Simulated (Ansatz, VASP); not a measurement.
## Zr2HS4 in VASP and in Ansatz

INCAR

```
PREC     = Accurate       # precision mode
ENCUT    = 400            # plane-wave cutoff, eV
EDIFF    = 1E-6           # SCF threshold, eV
ISMEAR   = 0              # smearing method
SIGMA    = 0.05           # smearing width, eV
LREAL    = F              # projectors in reciprocal space
LASPH    = T              # aspherical terms in the spheres
NELM     = 120            # most SCF steps
ALGO     = Normal         # electronic algorithm
ISIF     = 2              # what is computed and relaxed
LWAVE    = F              # write WAVECAR
LCHARG   = F              # write CHGCAR
LDIPOL   = T            
IDIPOL   = 3            
DIPOL    = 0.5 0.5 0.281
GGA      = PE             # functional
IVDW     = 12             # dispersion correction
NBANDS   = 62             # bands
GGA_COMPAT= F            
NELMDL   = -8
```

Contents of KPOINTS:

```
Automatic mesh
0
Gamma
  6 6 1
```

Contents of POSCAR:

```
Zr2HS4
1.0
    7.2976778227      0.0000000000      0.0000000000
   -3.6488389114      6.3199743831      0.0000000000
    0.0000000000      0.0000000000     20.9171506047
S Zr H
8 4 2
Direct
    0.3333333333      0.1666666667      0.1912306354
    0.3333333333      0.6666666667      0.1912306354
    0.8333333333      0.1666666667      0.1912306354
    0.8333333333      0.6666666667      0.1912306354
    0.1666666667      0.3333333333      0.3306927762
    0.1666666667      0.8333333333      0.3306927762
    0.6666666667      0.3333333333      0.3306927762
    0.6666666667      0.8333333333      0.3306927762
    0.0000000000      0.0000000000      0.2609617058
    0.0000000000      0.5000000000      0.2609617058
    0.5000000000      0.0000000000      0.2609617058
    0.5000000000      0.5000000000      0.2609617058
    0.2285069591      0.7714930409      0.3981015752
    0.4381597076      0.5618402924      0.3981015752
```

Input for Ansatz:

```yaml
crystal:
  lattice:
    - [7.2976778227, 0.0, 0.0]
    - [-3.6488389114, 6.3199743831, 0.0]
    - [0.0, 0.0, 20.9171506047]
  atoms:
    - { symbol: S, position: [0.3333333333, 0.1666666667, 0.1912306354] }
    - { symbol: S, position: [0.3333333333, 0.6666666667, 0.1912306354] }
    - { symbol: S, position: [0.8333333333, 0.1666666667, 0.1912306354] }
    - { symbol: S, position: [0.8333333333, 0.6666666667, 0.1912306354] }
    - { symbol: Zr, position: [0.0, 0.0, 0.2609617058] }
    - { symbol: Zr, position: [0.0, 0.5, 0.2609617058] }
    - { symbol: Zr, position: [0.5, 0.0, 0.2609617058] }
    - { symbol: Zr, position: [0.5, 0.5, 0.2609617058] }
    - { symbol: S, position: [0.1666666667, 0.3333333333, 0.3306927762] }
    - { symbol: S, position: [0.1666666667, 0.8333333333, 0.3306927762] }
    - { symbol: S, position: [0.6666666667, 0.3333333333, 0.3306927762] }
    - { symbol: S, position: [0.6666666667, 0.8333333333, 0.3306927762] }
    - { symbol: H, position: [0.2285069591, 0.7714930409, 0.3981015752] }
    - { symbol: H, position: [0.4381597076, 0.5618402924, 0.3981015752] }
basis:
  ecutwfc: 420
kpoints:
  mp_grid: { grid: [6, 6, 1] }
hamiltonian:
  xc: pbe
  pseudopotentials: { kind: paw, azcp: { folder: soft_1 } }
  dispersion: d3bj
scf:
  occupations: { method: gaussian, width: 0.05 }
output:
  forces: true
  eigenvalues: true
efield:
  axis: 3
  dipole_correction: true
  ramp_width: 0.04
```

Alike in both runs: task single point; functional PBE; dispersion D3(BJ); k mesh 6 × 6 × 1; occupations gaussian, width 0.05 eV; no spin polarisation.

|  | VASP | Ansatz |
| --- | --- | --- |
| version | VASP 6.6.1 | Ansatz 0.2.0 |
| potentials or method | VASP PAW PBE potentials, release 64 (S, Zr_sv, H), cutoff 400 eV | scalar-relativistic, plane waves, PAW |
| valence electrons in the cell | 98 | 98 |

|  | VASP | Ansatz | Ansatz less VASP |
| --- | --- | --- | --- |
| gap on the k mesh at the Fermi level (eV) | 0.15 | 0.15 | +0.002 |
| least direct gap on the mesh (eV) | 0.27 | 0.27 | 0.000 |
| rms of the force components (eV/Å) | 0.638 | 0.634 | -0.0049 |
